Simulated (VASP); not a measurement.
## NaHF2: single point with PBEsol

NaHF2:

```
Na H F
1.0
     1.64202    0.94802    4.40693
    -1.64202    0.94802    4.40693
     0.00000   -1.89604    4.40693
Na H F
1 1 2
Cartesian
  0.0000 0.0000 0.0000
  0.0000 0.0000 6.6104
  0.0000 0.0000 5.4205
  0.0000 0.0000 7.8003
```

This cell differs from its parent crystal: strain -0.050 along x and y, -0.050 along z.

```json
{"Program": "VASP 6.6.1", "Task": "single point", "Functional": "PBEsol", "Potentials or basis": "VASP PAW PBE potentials, release 64 (Na_pv, H, F)", "Cutoff": "520 eV", "k mesh": "9 × 9 × 9", "Occupations": "gaussian, width 0.05 eV", "Spin": "no spin polarisation", "Dipole correction": "no", "Further INCAR settings": "ALGO = Normal; EDIFF = 1e-06; NBANDS = 19"}
```

```json
{"Pressure": "5.1 GPa", "Largest force": "1.897 eV/Å", "Band gap on the k mesh": "7.19 eV, indirect (least direct gap 7.41 eV)"}
```

Forces on the atoms (eV/Å):
```
Na   0.000  0.000  0.000
H    0.000  0.000  0.000
F    0.000  0.000  1.897
F    0.000  0.000 -1.897
```

Stress tensor (GPa, compression positive):
```
 9.00  0.00  0.00
 0.00  9.00  0.00
 0.00  0.00 -2.61
```

Levels at points of the mesh, in eV from the valence-band top:
```csv
k point,band 8,band 9,band 10,band 11,band 12,band 13,band 14,band 15
"(0.00, 0.00, 0.00)",-0.42,-0.38,-0.38,-0.23,7.19,14.01,16.00,16.78
```

Wall time 44 s on 1 thread of Intel(R) Xeon(R) 6975P-C (Granite Rapids), with other jobs on the host, peak memory 0.23 GiB.

Caveat: the cell differs from its parent crystal (strain -0.050 along x and y, -0.050 along z); the PAW data sets were made with another functional, which shifts forces and pressure a little. A k mesh can miss the band edges.
